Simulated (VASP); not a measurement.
V, 1 atom in the cell. It takes space group Im-3m (No. 229, cubic). Conventional cell: a = 2.927 Å, b = 2.927 Å, c = 2.927 Å, α = 90.00°, β = 90.00°, γ = 90.00°. V (site symmetry m-3m) has 14 V at 2.54 to 2.93 Å within 3.3 Å. 

```yaml
Program: VASP 6.6.1
Task: single point
Functional: LDA
Potentials_or_basis: VASP PAW LDA potentials, release 64 (V_sv)
Cutoff: 520 eV
k_mesh: 15 × 15 × 15
Occupations: methfessel-paxton, width 0.1 eV
Spin: no spin polarisation
Dipole_correction: no
Further_INCAR_settings: ALGO = Normal; EDIFF = 1e-06; NBANDS = 12
```

Potentials or basis: VASP PAW LDA potentials, release 64 (V_sv).

Run with:

```sh
$ cat potpaw_LDA.64/V_sv/POTCAR > POTCAR
$ mpirun -np 1 vasp_std > vasp.out
```

Hardware: 1 thread of Intel Xeon 8259CL (shared host).

Q: Estimate the wall time of this run.

A: Run time: 21 s on 1 thread of Intel Xeon 8259CL, on a shared host, peak memory 0.13 GiB. Counts: scf iterations 11, k points 120.
